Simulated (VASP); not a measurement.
Wanted: the native input for a VASP 6.6.1 run.

* Task: single point
* Functional: PBE
* Potentials or basis: VASP PAW PBE potentials, release 64 (Ba_sv, Sr_sv, O)
* Cutoff: 520 eV
* k mesh: 6 × 6 × 2
* Occupations: gaussian, width 0.1 eV
* Spin: no spin polarisation
* Dipole correction: no
* Further INCAR settings: ALGO = Normal; EDIFF = 1e-07; NBANDS = 29

The structure of BaSr2O2 lies in POSCAR:

```
BaSr2O2
1.0
    4.2204802971      0.0000000000      0.0000000000
   -2.1102401485      3.6550431535      0.0000000000
    0.0000000000      0.0000000000     10.2380493734
Ba Sr O
1 2 2
Direct
    0.0000000000      0.0000000000      0.0000000000
    0.3333333333      0.6666666667      0.6264451348
    0.6666666667      0.3333333333      0.3735548652
    0.3333333333      0.6666666667      0.3847619625
    0.6666666667      0.3333333333      0.6152380375
```

The input as run:

INCAR

```
SYSTEM = BaSr2O2
PREC = Accurate
ENCUT = 520
EDIFF = 1E-7
ISMEAR = 0
SIGMA = 0.1
LREAL = .False.
LASPH = .True.
NELM = 80
ALGO = Normal
ISIF = 2
LWAVE = .False.
LCHARG = .False.
GGA = PE
NBANDS = 29
```

KPOINTS

```
Automatic mesh
0
Gamma
  6 6 2
  0 0 0
```

Potentials or basis: VASP PAW PBE potentials, release 64 (Ba_sv, Sr_sv, O).

Run with:

```sh
$ cat potpaw_PBE.64/Ba_sv/POTCAR potpaw_PBE.64/Sr_sv/POTCAR potpaw_PBE.64/O/POTCAR > POTCAR
$ mpirun -np 1 vasp_std > vasp.out
```

Results of the run:

| Item | Value |
| --- | --- |
| Pressure | 0.3 GPa |
| Largest force | 0.051 eV/Å |
| Band gap on the k mesh | zero (bands 21 and 22 overlap by 0.59 eV) |

Caveat: spin-orbit coupling is left out, which moves the levels of the heavy elements.

Wall time 41 s on 1 thread of Intel(R) Xeon(R) 6975P-C (Granite Rapids), on a shared host, peak memory 0.31 GiB.
